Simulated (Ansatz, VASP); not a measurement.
Two plane-wave programs on CuO

```
Cu O
1.0
     0.18960   -2.17229   -2.04314
    -2.01972    0.10630   -1.95984
     2.38320    2.28584   -4.38944
Cu O
2 2
Cartesian
  0.1715 0.1749 -4.1029
  -1.7484 -1.9559 -4.0297
  0.4097 0.0276 -6.3425
  0.1667 0.0172 -2.1166
```

Alike in both runs: functional PBE; k mesh 10 × 10 × 5; occupations fermi-dirac, width 0.05 eV; no spin polarisation; Hubbard terms Cu d U = 4.5 eV.

|  | VASP | Ansatz |
| --- | --- | --- |
| version | VASP 6.6.1 | Ansatz 0.2.0 |
| potentials or method | VASP PAW PBE potentials, release 64 (Cu, O) | Ansatz PAW |
| plane-wave cutoff (eV) | 520 | 420 |
| valence electrons in the cell | 34 | 50 |
| task | single point | band structure |

Ansatz gave:

- gap on the k mesh at the Fermi level (eV): none
- pressure (GPa): -1.1
- traceless stress, the component that is largest in VASP (GPa): 6.83
- rms of the force components (eV/Å): 0.704

Task: Which values does VASP return?

Result: gap on the k mesh at the Fermi level (eV): none; pressure (GPa): -6.1; traceless stress, the component that is largest in VASP (GPa): 7.92; rms of the force components (eV/Å): 0.653.

The programs project onto different local orbitals, so the same U acts differently, and such runs can settle in different states. Atom by atom the forces differ by 0.067 eV/Å (rms over components). A gap of «none» marks a metal or a gap that the smearing closes. VASP's potentials hold 34 valence electrons a cell and Ansatz's 50, so a difference there can come from the potentials and not from the codes.
